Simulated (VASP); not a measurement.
# K2S (Fm-3m) in VASP: further runs

The runs below take K2S through single point, with r2SCAN.

Program: VASP 6.6.1. These are calculated values, not measurements. Logs are shortened: lines on timing, memory, paths and dates and some standing lists are left out, and cuts for length are marked.

### 1 The cell of the first run

The structure is cubic, space group Fm-3m (No. 225). Conventional cell: a = 6.893 Å, b = 6.893 Å, c = 6.893 Å, α = 90.00°, β = 90.00°, γ = 90.00°. K (site symmetry -43m) has 4 S at 2.98 Å and 6 K at 3.45 Å within 3.9 Å. Within 3.9 Å of S (site symmetry m-3m) lie 8 K at 2.98 Å.

### 2 Single point, r2SCAN

Input file POSCAR:

```
K2S
1.0
    3.4463446557      3.4463446557      0.0000000000
   -3.4463446557      3.4463446557      0.0000000000
    0.0000000000      3.4463446557      3.4463446557
K S
2 1
Direct
    0.2500000000      0.7500000000      0.5000000000
    0.7500000000      0.2500000000      0.5000000000
    0.0000000000      0.0000000000      0.0000000000
```

Input file INCAR.step1:

```
SYSTEM = K2S
PREC     = Accurate       ! precision mode
ENCUT    = 550            ! plane-wave cutoff, eV
ISMEAR   = 0              ! smearing method
SIGMA    = 0.01           ! smearing width, eV
LREAL    = .FALSE.        ! projectors in reciprocal space
LASPH    = .TRUE.         ! aspherical terms in the spheres
NELM     = 120            ! most SCF steps
NBANDS   = 19             ! bands
GGA      = PE             ! functional
ALGO     = Normal         ! electronic algorithm
EDIFF    = 1E-5           ! SCF threshold, eV
LWAVE    = .TRUE.         ! write WAVECAR
LCHARG   = .FALSE.        ! write CHGCAR
GGA_COMPAT= .FALSE.
```

Input file INCAR.step2:

```
SYSTEM = K2S
PREC     = Accurate       ! precision mode
ENCUT    = 550            ! plane-wave cutoff, eV
EDIFF    = 1E-6           ! SCF threshold, eV
ISMEAR   = 0              ! smearing method
SIGMA    = 0.01           ! smearing width, eV
LREAL    = .FALSE.        ! projectors in reciprocal space
LASPH    = .TRUE.         ! aspherical terms in the spheres
NELM     = 120            ! most SCF steps
ALGO     = Normal         ! electronic algorithm
ISIF     = 2              ! what is computed and relaxed
LWAVE    = .FALSE.        ! write WAVECAR
LCHARG   = .FALSE.        ! write CHGCAR
METAGGA  = R2SCAN         ! meta-GGA
LMIXTAU  = .TRUE.       
NBANDS   = 19             ! bands
ISTART   = 1            
GGA_COMPAT= .FALSE.
```

Input file KPOINTS:

```
regular mesh
0
G
  6 6 6
  0 0 0
```

Potentials or basis: VASP PAW PBE potentials, release 64 (K_sv, S).

On the command line:

```
$ cat potpaw_PBE.64/K_sv/POTCAR potpaw_PBE.64/S/POTCAR > POTCAR
$ cp INCAR.step1 INCAR
$ mpirun -np 1 vasp_std > vasp.out
$ cp INCAR.step2 INCAR
$ mpirun -np 1 vasp_std > vasp.out
```

OUTCAR:

```text
SYSTEM = K2S
   PREC = Accurate
   ENCUT = 550
   EDIFF = 1E-6
   ISMEAR = 0
   LREAL = .FALSE.
   LASPH = .TRUE.
   NELM = 120
   ISIF = 2
   METAGGA = R2SCAN
   ISTART = 1

 ion  position               nearest neighbor table
   1  0.250  0.750  0.500-   3 2.98   3 2.98   3 2.98   3 2.98   2 3.45   2 3.45   2 3.45   2 3.45
                             2 3.45   2 3.45
   2  0.750  0.250  0.500-   3 2.98   3 2.98   3 2.98   3 2.98   1 3.45   1 3.45   1 3.45   1 3.45
                             1 3.45   1 3.45
   3  0.000  0.000  0.000-   2 2.98   1 2.98   1 2.98   2 2.98   1 2.98   2 2.98   2 2.98   1 2.98

  LATTYP: Found a face centered cubic cell.
 ALAT       =     6.8926893114

  Lattice vectors:

 A1 = (   0.0000000000,   3.4463446557,   3.4463446557)
 A2 = (   3.4463446557,   0.0000000000,   3.4463446557)
 A3 = (   3.4463446557,   3.4463446557,   0.0000000000)

Analysis of symmetry for initial positions (statically):
=====================================================================
 Subroutine PRICEL returns:
 Original cell was already a primitive cell.

 Routine SETGRP: Setting up the symmetry group for a
 face centered cubic supercell.

 Subroutine GETGRP returns: Found 48 space group operations
 (whereof 48 operations were pure point group operations)
 out of a pool of 48 trial point group operations.

The static configuration has the point symmetry O_h .

Analysis of symmetry for dynamics (positions and initial velocities):
=====================================================================
 Subroutine PRICEL returns:
 Original cell was already a primitive cell.

 Routine SETGRP: Setting up the symmetry group for a
 face centered cubic supercell.

 Subroutine GETGRP returns: Found 48 space group operations
 (whereof 48 operations were pure point group operations)
 out of a pool of 48 trial point group operations.

The dynamic configuration has the point symmetry O_h .

 Subroutine INISYM returns: Found 48 space group operations
 (whereof 48 operations are pure point group operations),
 and found     1 'primitive' translations

----------------------------------------------------------------------------------------

                                     Primitive cell

  volume of cell :      81.8665

  direct lattice vectors                    reciprocal lattice vectors
     3.446344656  3.446344656  0.000000000     0.145081253  0.145081253 -0.145081253
    -3.446344656  3.446344656  0.000000000    -0.145081253  0.145081253 -0.145081253
     0.000000000  3.446344656  3.446344656     0.000000000  0.000000000  0.290162505

  length of vectors
     4.873867353  4.873867353  4.873867353     0.251288101  0.251288101  0.290162505

  position of ions in fractional coordinates (direct lattice)
     0.250000000  0.750000000  0.500000000
     0.750000000  0.250000000  0.500000000
     0.000000000  0.000000000  0.000000000

  ion indices of the primitive-cell ions
   primitive index   ion index
                 1           1
                 2           2
                 3           3

----------------------------------------------------------------------------------------

 KPOINTS: regular mesh

Automatic generation of k-mesh.
 Grid dimensions read from file:
 generate k-points for:    6    6    6

 Generating k-lattice:

  Cartesian coordinates                     Fractional coordinates (reciprocal lattice)
     0.024180209  0.024180209 -0.024180209     0.166666667  0.000000000  0.000000000
    -0.024180209  0.024180209 -0.024180209     0.000000000  0.166666667  0.000000000
     0.000000000  0.000000000  0.048360418     0.000000000  0.000000000  0.166666667

  Length of vectors
     0.041881350  0.041881350  0.048360418

  Shift w.r.t. Gamma in fractional coordinates (k-lattice)
     0.000000000  0.000000000  0.000000000

 Subroutine IBZKPT returns following result:
 ===========================================

 Found     16 irreducible k-points:

 Following reciprocal coordinates:
            Coordinates               Weight
  0.000000  0.000000  0.000000      1.000000
  0.166667  0.000000  0.000000      8.000000
  0.333333  0.000000  0.000000      8.000000
  0.500000  0.000000  0.000000      4.000000
  0.166667  0.166667  0.000000     12.000000
  0.333333  0.166667  0.000000     24.000000
[... 8 lines left out ...]
  0.500000  0.333333  0.166667     24.000000
  0.500000  0.500000  0.166667     12.000000
   k-points           NKPTS =     16   k-points in BZ     NKDIM =     16   number of bands    NBANDS=     19
   number of dos      NEDOS =    301   number of ions     NIONS =      3
   total plane-waves  NPLWV =  64000
   dimension x,y,z NGX =    40 NGY =   40 NGZ =   40
   dimension x,y,z NGXF=    80 NGYF=   80 NGZF=   80
   ions per type =               2   1
   NGX,Y,Z   is equivalent  to a cutoff of  13.64, 13.64, 13.64 a.u.
   NGXF,Y,Z  is equivalent  to a cutoff of  27.29, 27.29, 27.29 a.u.
 SYSTEM =  K2S
   PREC   = accura    normal or accurate (medium, high low for compatibility)
   ISTART =      1    job   : 0-new  1-cont  2-samecut
   ICHARG =      0    charge: 1-file 2-atom 10-const
   ISPIN  =      1    spin polarized calculation?
   LNONCOLLINEAR =      F non collinear calculations
   LSORBIT =      F    spin-orbit coupling
   LASPH  =      T    aspherical Exc in radial PAW
   ENCUT  =  550.0 eV  40.42 Ry    6.36 a.u.   9.32  9.32  9.32*2*pi/ulx,y,z
   NELM   =    120;   NELMIN=  2; NELMDL=  0     # of ELM steps
   EDIFF  = 0.1E-05   stopping-criterion for ELM
   LREAL  =      F    real-space projection
   EDIFFG = 0.1E-04   stopping-criterion for IOM
   NSW    =      0    number of steps for IOM
   IBRION =     -1    ionic relax: 0-MD 1-quasi-New 2-CG
   NFREE  =      0    steps in history (QN), initial steepest desc. (CG)
   ISIF   =      2    stress and relaxation
   ISYM   =      2    0-nonsym 1-usesym 2-fastsym
   POTIM  = 0.5000    time-step for ionic-motion
   TEBEG  =    0.0;   TEEND  =   0.0 temperature during run
   PSTRESS=    0.0 pullay stress
   NELECT =      24.0000    total number of electrons
   NUPDOWN=      -1.0000    fix difference up-down
   EMIN   =  10.00;   EMAX   =-10.00  energy-range for DOS
   EFERMI =   0.00;   METHOD = LEGACY
   ISMEAR =     0;   SIGMA  =   0.01  broadening in eV -4-tet -1-fermi 0-gaus
   EFERMI_NEDOS =   21; number of points for ismear=-14 and -15
   IALGO  =     38    algorithm
   IMIX   =      4    mixing-type and parameters
     AMIX     =   0.40;   BMIX     =  1.00
     AMIX_MAG =   1.60;   BMIX_MAG =  1.00
  volume/ion in A,a.u.               =      27.29       184.15
  Fermi-wavevector in a.u.,A,eV,Ry     =   1.087535  2.055143 16.092048  1.182732
  Thomas-Fermi vector in A             =   2.223696
   LORBIT       =      0    0 simple, 1 ext, 2 COOP (PROOUT), +10 PAW based schemes
   METAGGA = R2SCAN    functional components
   LHFCALC =     F    Hartree Fock is set to
   AEXX    =    0.0000 exact exchange contribution
   IVDW    =     0    specifies the selected vdW correction
   LEPSILON=     F    determine dielectric tensor
   LRPA    =     F    only Hartree local field effects (RPA)
 non-spin polarized calculation
 Gauss-broadening in eV      SIGMA  =   0.01
  energy-cutoff  :      550.00
  volume of cell :       81.87
 maximum number of plane-waves:      2424
 NGX is ok and might be reduce to    40
   NGX = 19   NGY = 19   NGZ = 19

 number of electron      24.0000001 magnetization

 Free energy of the ion-electron system (eV)
  ---------------------------------------------------
  ext. energy  EPLUGINS =         0.00000000
  ---------------------------------------------------
  free energy    TOTEN  =       -23.44786020 eV

  energy without entropy =      -23.44786020  energy(sigma->0) =      -23.44786020

 E-fermi :   0.3585     XC(G=0):  -8.6123

 val. band max:        0.2610302106   @ k =   0.5000   0.5000   0.0000
 cond. band min:       3.5691239447   @ k =   0.0000   0.0000   0.0000
 fundamental gap:      3.3080937341
 Fermi energy:         0.3585064437

 k-point     1 :       0.0000    0.0000    0.0000
  band No.  band energies     occupation
      1     -29.8923      2.00000
      2     -29.7070      2.00000
      3     -12.7904      2.00000
      4     -12.7904      2.00000
      5     -12.7904      2.00000
      6     -12.3786      2.00000
[... 11 lines left out ...]
     18       9.0118      0.00000
     19      10.4287      0.00000

 k-point     2 :       0.1667    0.0000    0.0000
  band No.  band energies     occupation
      1     -29.8790      2.00000
      2     -29.7187      2.00000
      3     -12.7901      2.00000
      4     -12.7682      2.00000
      5     -12.7682      2.00000
      6     -12.4940      2.00000
[... 11 lines left out ...]
     18       9.0818      0.00000
     19      10.0056      0.00000

 k-point     3 :       0.3333    0.0000    0.0000
  band No.  band energies     occupation
      1     -29.8435      2.00000
      2     -29.7510      2.00000
      3     -12.8451      2.00000
      4     -12.7040      2.00000
      5     -12.7040      2.00000
      6     -12.6322      2.00000
[... 11 lines left out ...]
     18       8.9710      0.00000
     19       9.1580      0.00000

 k-point     4 :       0.5000    0.0000    0.0000
  band No.  band energies     occupation
      1     -29.7967      2.00000
      2     -29.7963      2.00000
      3     -12.9103      2.00000
      4     -12.6504      2.00000
      5     -12.6196      2.00000
      6     -12.6196      2.00000
[... 11 lines left out ...]
     18       8.8385      0.00000
     19       9.2095      0.00000

 k-point     5 :       0.1667    0.1667    0.0000
  band No.  band energies     occupation
      1     -29.8594      2.00000
      2     -29.7361      2.00000
      3     -12.8935      2.00000
      4     -12.7055      2.00000
      5     -12.6731      2.00000
      6     -12.6613      2.00000
[... 11 lines left out ...]
     18       9.0985      0.00000
     19       9.3386      0.00000
[... 158 lines left out ...]
      2     -29.7642      2.00000
      3     -13.2908      2.00000
      4     -12.9236      2.00000
      5     -12.9236      2.00000
      6     -12.3049      2.00000
[... 11 lines left out ...]
     18       9.0575      0.00000
     19       9.3527      0.00000

 k-point    14 :       0.3333    0.3333    0.1667
  band No.  band energies     occupation
      1     -29.8267      2.00000
      2     -29.7652      2.00000
      3     -13.1025      2.00000
      4     -12.8966      2.00000
      5     -12.7485      2.00000
      6     -12.4991      2.00000
[... 11 lines left out ...]
     18       9.0915      0.00000
     19       9.4034      0.00000

 k-point    15 :       0.5000    0.3333    0.1667
  band No.  band energies     occupation
      1     -29.7954      2.00000
      2     -29.7953      2.00000
      3     -13.1831      2.00000
      4     -12.9289      2.00000
      5     -12.6319      2.00000
      6     -12.6258      2.00000
[... 11 lines left out ...]
     18       8.8470      0.00000
     19       9.7885      0.00000

 k-point    16 :       0.5000    0.5000    0.1667
  band No.  band energies     occupation
      1     -29.8102      2.00000
      2     -29.7796      2.00000
      3     -13.2579      2.00000
      4     -12.9629      2.00000
      5     -12.7763      2.00000
      6     -12.4674      2.00000
[... 11 lines left out ...]
     18       9.0004      0.00000
     19       9.6736      0.00000

------------------------ aborting loop because EDIFF is reached ----------------------------------------

  FORCE on cell =-STRESS in cart. coord.  units (eV):
  Direction    XX          YY          ZZ          XY          YZ          ZX
  --------------------------------------------------------------------------------------
  -------------------------------------------------------------------------------------
  Total        3.6343883      3.6343883      3.6343883      0.0000000      0.0000000     -0.0000000
  in kB       71.1272131     71.1272131     71.1272131      0.0000000      0.0000000     -0.0000000
  external PRESSURE =      71.1272131 kB  Pullay stress =       0.0000000 kB

 VOLUME and BASIS-vectors are now :
 -----------------------------------------------------------------------------
  energy-cutoff  :      550.00
  volume of cell :       81.87
      direct lattice vectors                 reciprocal lattice vectors
     3.446344656  3.446344656  0.000000000     0.145081253  0.145081253 -0.145081253
    -3.446344656  3.446344656  0.000000000    -0.145081253  0.145081253 -0.145081253
     0.000000000  3.446344656  3.446344656     0.000000000  0.000000000  0.290162505

 POSITION                                       TOTAL-FORCE (eV/Angst)
 -----------------------------------------------------------------------------------
     -1.72317      5.16952      1.72317         0.000000     -0.000000     -0.000000
      1.72317      5.16952      1.72317        -0.000000     -0.000000      0.000000
      0.00000      0.00000      0.00000         0.000000      0.000000      0.000000
 -----------------------------------------------------------------------------------
    total drift:                                0.000000      0.000000      0.000000

  FREE ENERGIE OF THE ION-ELECTRON SYSTEM (eV)
  ---------------------------------------------------
  free  energy   TOTEN  =       -23.4478601999 eV

  energy  without entropy=      -23.4478601999  energy(sigma->0) =      -23.44786020
```

Run time: 88 s. Hardware: 1 thread of AMD EPYC 9R45 (Zen 5), shared host; peak memory 0.22 GiB.

What came out:

```yaml
Free_energy: -23.4479 eV
Pressure: 7.1 GPa
Band_gap_on_the_k_mesh: 3.31 eV (least direct gap 3.69 eV)
```

Caveat: the cell stands under pressure; the PAW data sets were made with another functional, which shifts forces and pressure a little.

### 3 Single point, r2SCAN

This run uses another cell than the first one, of 29.32 Å³/atom.

Input file POSCAR:

```
K2S
1.0
    3.5297251302      3.5297251302      0.0000000000
   -3.5297251302      3.5297251302      0.0000000000
    0.0000000000      3.5297251302      3.5297251302
K S
2 1
Direct
    0.2500000000      0.7500000000      0.5000000000
    0.7500000000      0.2500000000      0.5000000000
    0.0000000000      0.0000000000      0.0000000000
```

Input file INCAR.step1:

```
PREC = Accurate
ENCUT = 550
ISMEAR = 0
SIGMA = 0.01
LREAL = False
LASPH = True
NELM = 120
NBANDS = 19
GGA = PE
ALGO = Normal
EDIFF = 1E-5
LWAVE = True
LCHARG = False
GGA_COMPAT = False
```

Input file INCAR.step2:

```
PREC = Accurate
ENCUT = 550
EDIFF = 1E-6
ISMEAR = 0
SIGMA = 0.01
LREAL = False
LASPH = True
NELM = 120
ALGO = Normal
ISIF = 2
LWAVE = False
LCHARG = False
METAGGA = R2SCAN
LMIXTAU = True
NBANDS = 19
ISTART = 1
GGA_COMPAT = False
```

Input file KPOINTS:

```
Automatic mesh
0
Gamma
  6 6 6
```

Potentials or basis: VASP PAW PBE potentials, release 64 (K_sv, S).

On the command line:

```
$ cat potpaw_PBE.64/K_sv/POTCAR potpaw_PBE.64/S/POTCAR > POTCAR
$ cp INCAR.step1 INCAR
$ mpirun -np 1 vasp_std > vasp.out
$ cp INCAR.step2 INCAR
$ mpirun -np 1 vasp_std > vasp.out
```

It took 97 s on 1 thread of AMD EPYC 9R45 (Zen 5), shared host; peak memory 0.23 GiB.

It converged, with:

- Free energy: -23.6583 eV
- Pressure: 4.1 GPa
- Band gap on the k mesh: 3.12 eV (least direct gap 3.48 eV)

Levels at points of the mesh, in eV from the valence-band top:
```csv
k point,band 9,band 10,band 11,band 12,band 13,band 14,band 15,band 16
"(0.00, 0.00, 0.00)",-10.20,-0.36,-0.36,-0.36,3.12,5.92,5.92,8.50
"(0.50, 0.00, 0.00)",-9.83,-0.68,-0.14,-0.14,5.19,6.32,6.44,6.44
"(0.50, 0.50, 0.00)",-9.76,-0.88,0.00,0.00,3.72,6.14,7.34,7.94
```

Caveat: the cell stands under pressure; the PAW data sets were made with another functional, which shifts forces and pressure a little. A k mesh can miss the band edges.
